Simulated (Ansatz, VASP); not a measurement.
One calculation of GaP, two programs

Contents of INCAR:

```
  PREC = Accurate
  ENCUT = 520
  EDIFF = 1E-8
  ISMEAR = -1
  SIGMA = 0.02
  LREAL = F
  LASPH = T
  NELM = 100
  ALGO = Normal
  ISIF = 2
  LWAVE = F
  LCHARG = F
  GGA = PE
  LEFG = T
  NBANDS = 16
```

Contents of KPOINTS:

```
regular mesh
0
Gamma
  14 14 14
```

Contents of POSCAR:

```
GaP
1.0
    0.0000000000      2.7252500000      2.7252500000
    2.7252500000      0.0000000000      2.7252500000
    2.7252500000      2.7252500000      0.0000000000
Ga P
1 1
Direct
    0.0000000000      0.0000000000      0.0000000000
    0.2500000000      0.2500000000      0.2500000000
```

Input for Ansatz:

```yaml
crystal:
  lattice:
    - [0.0, 2.72525, 2.72525]
    - [2.72525, 0.0, 2.72525]
    - [2.72525, 2.72525, 0.0]
  atoms:
    - { symbol: Ga, position: [0.0, 0.0, 0.0] }
    - { symbol: P, position: [0.25, 0.25, 0.25] }
kpoints:
  mp_grid: { grid: [14, 14, 14] }
scf:
  occupations: { method: fermi_dirac, width: 0.02 }
hamiltonian:
  xc: pbe
  pseudopotentials: { kind: paw, frozen_core: stored }
output:
  forces: true
  stress: true
  populations: true
  efg: { quadrupole_moments_barn: { Ga: 0.107 } }
  write_density: true
  write_potential: true
  elf: true
  volumetric_format: npy
```

Alike in both runs: task electric field gradients; functional PBE; k mesh 14 × 14 × 14; occupations fermi-dirac, width 0.02 eV; no spin polarisation.

|  | VASP | Ansatz |
| --- | --- | --- |
| version | VASP 6.6.1 | Ansatz 0.2.0 |
| potentials or method | VASP PAW PBE potentials, release 64 (Ga_d, P) | plane-wave PAW, scalar-relativistic |
| plane-wave cutoff (eV) | 520 | 420 |
| valence electrons in the cell | 18 | 18 |

```csv
,VASP,Ansatz,Ansatz less VASP
gap on the k mesh at the Fermi level (eV),1.59,1.59,0.000
pressure (GPa),2.5,2.5,+0.03
```
